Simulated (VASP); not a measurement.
# TaSi6 (P1) in VASP: notebook

The runs below take TaSi6 through single point, relaxation of cell and atoms, with PBE.

Program: VASP 6.6.1. These are calculated values, not measurements. Logs are shortened: lines on timing, memory, paths and dates and some standing lists are left out, and cuts for length are marked.

## 1. The cell of the first run

The typed cell holds 7 atoms: a = 5.300 Å, b = 5.277 Å, c = 5.073 Å, α = 121.61°, β = 105.58°, γ = 90.10°.

## 2. Single point, PBE

Input file INCAR:

```
ALGO = Normal ; EDIFF = 1E-7
ENCUT = 520 ; GGA = PE
ISIF = 2 ; ISMEAR = 0
LASPH = T ; LCHARG = F
LREAL = F ; LWAVE = F
NBANDS = 26 ; NELM = 80
PREC = Accurate ; SIGMA = 0.1
```

Input file KPOINTS:

```
k-points
0
Gamma
  4 4 4
```

Input file POSCAR:

```
TaSi6
1.0
    5.2935205367      0.2443054274      0.1184380976
   -0.2505414038      5.2706396334     -0.0908825567
   -1.3341238124     -2.6552514305      4.1121342575
Ta Si
1 6
Direct
    0.8087707669      0.1501519985      1.0144693392
    0.3225836897      0.3293235459      0.0391753785
    0.2189644377      0.2530502850      0.4990256500
    0.6723865147      0.6149246174      0.9314658543
    0.9440697475      0.7059887356      0.5427070032
    0.6575577876      0.1312258461      0.4463245541
    0.3756670558      0.8153349714      0.5268322207
```

Potentials or basis: VASP PAW PBE potentials, release 64 (Ta_pv, Si).

Launch:

```bash
> cat potpaw_PBE.64/Ta_pv/POTCAR potpaw_PBE.64/Si/POTCAR > POTCAR
> mpirun -np 1 vasp_std > vasp.out
```

OUTCAR:

```text
EDIFF = 1E-7
   ENCUT = 520
   GGA = PE
   ISIF = 2
   ISMEAR = 0
   LASPH = T
   LREAL = F
   NELM = 80
   PREC = Accurate

 ion  position               nearest neighbor table
   1  0.809  0.150  0.014-   6 2.57   5 2.60   3 2.61   7 2.62   5 2.65   4 2.69   6 2.72   2 2.76
                             4 2.76   2 2.83
   2  0.323  0.329  0.039-   7 2.40   3 2.45   7 2.68   4 2.72   3 2.75   1 2.76   1 2.83   6 2.97
                             5 3.13
   3  0.219  0.253  0.499-   2 2.45   6 2.46   7 2.52   1 2.61   4 2.64   5 2.74   2 2.75   6 2.95
                             7 3.00
   4  0.672  0.615  0.931-   6 2.43   6 2.63   3 2.64   1 2.69   2 2.72   1 2.76   5 2.82   7 2.89
                             5 2.95
   5  0.944  0.706  0.543-   7 2.39   1 2.60   1 2.65   3 2.74   4 2.82   6 2.89   4 2.95   7 3.06
                             2 3.13   6 3.13
   6  0.658  0.131  0.446-   4 2.43   3 2.46   7 2.49   1 2.57   4 2.63   1 2.72   5 2.89   3 2.95
                             2 2.97   5 3.13
   7  0.376  0.815  0.527-   5 2.39   2 2.40   6 2.49   3 2.52   1 2.62   2 2.68   4 2.89   3 3.00
                             5 3.06

  LATTYP: Found a triclinic cell.
 ALAT       =     5.0519188969
 B/A-ratio  =     1.0446275506
 C/A-ratio  =     1.0492010293
 COS(alpha) =     0.0017647321
 COS(beta)  =     0.2716165123
 COS(gamma) =     0.5182251959

  Lattice vectors:

 A1 = (  -1.5846652162,   2.6153882029,   4.0212517008)
 A2 = (  -0.2505414038,   5.2706396334,  -0.0908825567)
 A3 = (  -5.2935205367,  -0.2443054274,  -0.1184380976)

Analysis of symmetry for initial positions (statically):
=====================================================================
 Subroutine PRICEL returns:
 Original cell was already a primitive cell.

 Routine SETGRP: Setting up the symmetry group for a
 triclinic supercell.

 Subroutine GETGRP returns: Found  1 space group operations
 (whereof  1 operations were pure point group operations)
 out of a pool of  2 trial point group operations.

The static configuration has the point symmetry C_1 .

Analysis of symmetry for dynamics (positions and initial velocities):
=====================================================================
 Subroutine PRICEL returns:
 Original cell was already a primitive cell.

 Routine SETGRP: Setting up the symmetry group for a
 triclinic supercell.

 Subroutine GETGRP returns: Found  1 space group operations
 (whereof  1 operations were pure point group operations)
 out of a pool of  2 trial point group operations.

The dynamic configuration has the point symmetry C_1 .

[... 108 lines left out ...]
   EDIFF  = 0.1E-06   stopping-criterion for ELM
   LREAL  =      F    real-space projection
   EDIFFG = 0.1E-05   stopping-criterion for IOM
   NSW    =      0    number of steps for IOM
   IBRION =     -1    ionic relax: 0-MD 1-quasi-New 2-CG
   NFREE  =      0    steps in history (QN), initial steepest desc. (CG)
   ISIF   =      2    stress and relaxation
   ISYM   =      2    0-nonsym 1-usesym 2-fastsym
   POTIM  = 0.5000    time-step for ionic-motion
   TEBEG  =    0.0;   TEEND  =   0.0 temperature during run
   PSTRESS=    0.0 pullay stress
   NELECT =      35.0000    total number of electrons
   NUPDOWN=      -1.0000    fix difference up-down
   EMIN   =  10.00;   EMAX   =-10.00  energy-range for DOS
   EFERMI =   0.00;   METHOD = LEGACY
   ISMEAR =     0;   SIGMA  =   0.10  broadening in eV -4-tet -1-fermi 0-gaus
   EFERMI_NEDOS =   21; number of points for ismear=-14 and -15
   IALGO  =     38    algorithm
   IMIX   =      4    mixing-type and parameters
     AMIX     =   0.40;   BMIX     =  1.00
     AMIX_MAG =   1.60;   BMIX_MAG =  1.00
  volume/ion in A,a.u.               =      16.38       110.52
  Fermi-wavevector in a.u.,A,eV,Ry     =   1.102332  2.083105 16.532927  1.215136
  Thomas-Fermi vector in A             =   2.238773
   LORBIT       =      0    0 simple, 1 ext, 2 COOP (PROOUT), +10 PAW based schemes
   GGA     = PE    functional components
   LHFCALC =     F    Hartree Fock is set to
   AEXX    =    0.0000 exact exchange contribution
   IVDW    =     0    specifies the selected vdW correction
   LEPSILON=     F    determine dielectric tensor
   LRPA    =     F    only Hartree local field effects (RPA)
 non-spin polarized calculation
 Gauss-broadening in eV      SIGMA  =   0.10
  energy-cutoff  :      520.00
  volume of cell :      114.65
 maximum number of plane-waves:      3102
   NGX = 19   NGY = 19   NGZ = 19

 number of electron      35.0000002 magnetization

 Free energy of the ion-electron system (eV)
  ---------------------------------------------------
  ext. energy  EPLUGINS =         0.00000000
  ---------------------------------------------------
  free energy    TOTEN  =       -43.16815970 eV

  energy without entropy =      -43.15415013  energy(sigma->0) =      -43.16115491

 E-fermi :   8.0783     XC(G=0): -10.8826

 val. band max:        8.0657387134   @ k =  -0.2500   0.5000   0.2500
 cond. band min:       8.0787078369   @ k =   0.2500  -0.0000   0.2500
 fundamental gap:      0.0129691235
 Fermi energy:         8.0783294543

 k-point     1 :       0.0000    0.0000    0.0000
  band No.  band energies     occupation
      1     -26.1763      2.00000
      2     -26.1295      2.00000
      3     -26.0615      2.00000
      4      -5.1186      2.00000
      5      -0.3846      2.00000
      6       0.1383      2.00000
[... 685 lines left out ...]
     25      11.9978      0.00000
     26      12.2012      0.00000

 [... further k-points ...]
[... 5 lines left out ...]
  --------------------------------------------------------------------------------------
  -------------------------------------------------------------------------------------
  Total        0.0056299     -0.0128221     -0.0018077     -0.0036471     -0.0114240      0.0293906
  in kB        0.0786787     -0.1791901     -0.0252621     -0.0509690     -0.1596515      0.4107371
  external PRESSURE =      -0.0419245 kB  Pullay stress =       0.0000000 kB

 VOLUME and BASIS-vectors are now :
 -----------------------------------------------------------------------------
  energy-cutoff  :      520.00
  volume of cell :      114.65
      direct lattice vectors                 reciprocal lattice vectors
     5.293520537  0.244305427  0.118438098     0.186944505  0.010044119  0.067137102
    -0.250541404  5.270639633 -0.090882557    -0.011505945  0.191248367  0.119758285
    -1.334123812 -2.655251430  4.112134258    -0.005638688  0.003937501  0.243895818

 POSITION                                       TOTAL-FORCE (eV/Angst)
 -----------------------------------------------------------------------------------
      4.22432      0.95056      0.14164        -0.007087     -0.014192     -0.013276
      1.57283      1.71053      0.16937        -0.000074      0.014186     -0.002519
      0.42993      0.06219      2.05500         0.010438      0.004112      0.014449
      2.16254      0.93204      3.85406         0.005276     -0.010005     -0.011698
      4.09653      2.51063      2.27934         0.015692     -0.003478      0.015268
      2.85247     -0.33281      1.90130        -0.020074      0.010724      0.007632
      1.08147      2.99024      2.13680        -0.004171     -0.001347     -0.009856
 -----------------------------------------------------------------------------------
    total drift:                                0.000125     -0.000129      0.000043

  FREE ENERGIE OF THE ION-ELECTRON SYSTEM (eV)
  ---------------------------------------------------
  free  energy   TOTEN  =       -43.1681596951 eV

  energy  without entropy=      -43.1541501278  energy(sigma->0) =      -43.16115491
```

It took 63 s on 1 thread of AMD EPYC 9R45 (Zen 5), shared host; peak memory 0.26 GiB.

What came out:

| Quantity | Value |
| --- | --- |
| Free energy | -43.1682 eV |
| Pressure | 0.0 GPa |
| Largest force | 0.024 eV/Å |
| Band gap on the k mesh | zero (an odd number of electrons rules out a gap without spin polarisation) |

Forces in eV/Å, atoms in the order of the input:
```
Ta  -0.007 -0.014 -0.013
Si   0.000  0.014 -0.003
Si   0.010  0.004  0.014
Si   0.005 -0.010 -0.012
Si   0.016 -0.003  0.015
Si  -0.020  0.011  0.008
Si  -0.004 -0.001 -0.010
```

Levels at points of the mesh, in eV from the Fermi level:
```csv
k point,band 13,band 14,band 15,band 16,band 17,band 18,band 19,band 20,band 21,band 22
"(0.00, 0.00, 0.00)",-3.30,-3.22,-2.73,-2.19,-1.58,-0.71,-0.50,1.98,2.65,2.96
"(0.50, 0.00, 0.00)",-3.03,-2.44,-2.26,-2.04,-1.38,0.09,0.34,0.96,2.30,2.84
"(0.00, 0.50, 0.00)",-3.49,-2.17,-1.55,-1.25,-0.37,0.16,1.11,1.68,2.13,2.29
"(0.50, 0.50, 0.00)",-2.41,-1.71,-0.90,-0.72,-0.15,0.26,0.53,0.73,0.86,1.15
"(0.00, 0.00, 0.50)",-2.47,-2.20,-1.78,-1.59,-0.66,-0.48,0.81,1.30,1.60,2.12
"(0.50, 0.00, 0.50)",-2.83,-1.67,-1.48,-0.59,0.29,0.61,1.08,2.12,2.59,2.99
"(0.00, 0.50, 0.50)",-3.21,-2.58,-1.47,-0.63,-0.40,0.08,1.03,1.81,1.87,2.89
"(0.50, 0.50, 0.50)",-2.48,-1.73,-0.94,-0.87,-0.60,-0.09,0.49,0.58,1.69,2.36
```

Caveat: spin-orbit coupling is left out, which moves the levels of the heavy elements.

## 3. Relaxation of cell and atoms, PBE

This run uses another cell than the first one, of 17.09 Å³/atom.

Input file INCAR:

```
SYSTEM = TaSi6
ALGO = Normal
EDIFF = 1E-6
EDIFFG = -0.04
ENCUT = 600
GGA = PE
IBRION = 2
ISIF = 3
ISMEAR = 0
LASPH = .TRUE.
LCHARG = .FALSE.
LREAL = .FALSE.
LWAVE = .FALSE.
NELM = 80
NSW = 90
PREC = Accurate
SIGMA = 0.1
```

Input file KPOINTS:

```
k-points
0
G
  4 4 4
  0 0 0
```

Input file POSCAR:

```
TaSi6
1.0
    5.1234986884      0.0000000000      0.0000000000
   -0.4820479588      5.1905609678      0.0000000000
   -1.2776206934     -2.4760762918      4.4972746375
Ta Si
1 6
Direct
    0.8058338323      0.1049815245      0.9785386579
    0.4361635222      0.3736771980      0.1422351841
    0.1840285037      0.2935856172      0.4766739892
    0.6112142478      0.5749228241      0.8644091724
    0.9066665664      0.6888655663      0.5409313132
    0.6996989049      0.1485497097      0.4655262967
    0.3563944226      0.8154175602      0.5316853866
```

Potentials or basis: VASP PAW PBE potentials, release 64 (Ta_pv, Si).

Launch:

```bash
> cat potpaw_PBE.64/Ta_pv/POTCAR potpaw_PBE.64/Si/POTCAR > POTCAR
> mpirun -np 1 vasp_std > vasp.out
```

Run time: 16 min. Hardware: 1 thread of AMD EPYC 9R45 (Zen 5), shared host; peak memory 0.31 GiB.

The run converged. Its results:

- Free energy: -43.1681 eV
- Relaxed volume: 16.39 Å³/atom
- Relaxed cell: a = 5.302 Å, b = 5.285 Å, c = 5.075 Å, α = 121.66°, β = 105.73°, γ = 90.09°
- Space group after relaxing (to 0.1 Å): P1 (No. 1)
- Energy gained by relaxing: 190.6 meV/atom
- Ionic steps: 29
- Pressure after relaxing: 0.0 GPa
- Largest force after relaxing: 0.034 eV/Å
- Band gap on the k mesh: zero (an odd number of electrons rules out a gap without spin polarisation)

Forces in eV/Å, atoms in the order of the input:
```
Ta  -0.006  0.006  0.001
Si  -0.003 -0.011  0.007
Si  -0.017  0.003 -0.009
Si   0.004  0.002  0.006
Si   0.033 -0.007 -0.001
Si  -0.016 -0.003  0.007
Si   0.005  0.009 -0.012
```

Stress tensor (GPa, compression positive):
```
-0.01 -0.03  0.07
-0.03 -0.04 -0.05
 0.07 -0.05  0.04
```

Step by step:
```
step  energy change (eV)  largest force (eV/Å)  pressure (GPa)  volume (Å³)
   1              0.0000                1.3468            0.59       119.60
   2             -0.2874                1.0205           -1.50       120.64
   3             -0.4254                1.2060           -2.89       121.66
   4             -0.6185                1.0075           -1.66       119.34
   5             -0.7675                1.0398            2.17       114.76
   6             -0.9049                1.1790            1.56       114.56
   7             -0.9283                1.2675            1.51       114.42
   8             -1.0794                0.6703           -0.81       116.01
   9             -1.1144                0.6041           -2.24       117.29
  10             -1.1773                0.6051           -0.07       115.08
  11             -1.1824                0.6237            0.80       114.30
  12             -1.2162                0.4227            0.47       114.58
  13             -1.2334                0.5881            0.17       114.96
  14             -1.2607                0.4497           -0.24       115.29
  15             -1.2889                0.3175           -0.97       115.97
  16             -1.2897                0.3611           -1.09       116.11
  17             -1.3092                0.2749           -0.03       115.00
  18             -1.3114                0.2486            0.49       114.50
  19             -1.3196                0.1398            0.02       114.86
  20             -1.3206                0.1943           -0.22       115.04
  21             -1.3251                0.1295           -0.09       114.88
  22             -1.3290                0.0997            0.18       114.54
  23             -1.3308                0.0697           -0.12       114.84
  24             -1.3310                0.0926           -0.27       114.99
  25             -1.3323                0.0574            0.00       114.72
  26             -1.3325                0.0680            0.18       114.56
  27             -1.3335                0.0515           -0.01       114.72
  28             -1.3335                0.0614           -0.05       114.75
  29             -1.3340                0.0340            0.00       114.71
```

Final structure:
```xyz
7
Lattice="5.2952 0.2489 0.0962 -0.2545 5.2783 -0.0909 -1.3272 -2.6604 4.1131" Properties=species:S:1:pos:R:3 pbc="T T T"
Ta    4.2247    0.9559    0.1277
Si    1.5727    1.7224    0.1633
Si    0.4471    0.0608    2.0490
Si    2.1675    0.9371    3.8306
Si    4.0859    2.5199    2.2575
Si    2.8665   -0.3399    1.8889
Si    1.0712    2.9933    2.1347
```

Levels at points of the mesh, in eV from the Fermi level:
| k point | band 14 | band 15 | band 16 | band 17 | band 18 | band 19 | band 20 | band 21 |
| --- | --- | --- | --- | --- | --- | --- | --- | --- |
| (0.00, 0.00, 0.00) | -3.23 | -2.72 | -2.21 | -1.61 | -0.69 | -0.48 | 1.99 | 2.65 |
| (0.50, 0.00, 0.00) | -2.43 | -2.25 | -2.03 | -1.37 | 0.11 | 0.32 | 0.99 | 2.28 |
| (0.00, 0.50, 0.00) | -2.17 | -1.53 | -1.27 | -0.36 | 0.15 | 1.11 | 1.66 | 2.12 |
| (0.50, 0.50, 0.00) | -1.71 | -0.92 | -0.72 | -0.13 | 0.26 | 0.51 | 0.71 | 0.85 |
| (0.00, 0.00, 0.50) | -2.20 | -1.74 | -1.56 | -0.67 | -0.47 | 0.82 | 1.31 | 1.60 |
| (0.50, 0.00, 0.50) | -1.67 | -1.49 | -0.59 | 0.27 | 0.63 | 1.09 | 2.12 | 2.58 |
| (0.00, 0.50, 0.50) | -2.59 | -1.43 | -0.64 | -0.41 | 0.09 | 1.04 | 1.80 | 1.85 |
| (0.50, 0.50, 0.50) | -1.73 | -0.96 | -0.87 | -0.61 | -0.12 | 0.49 | 0.57 | 1.67 |

Caveat: spin-orbit coupling is left out, which moves the levels of the heavy elements.
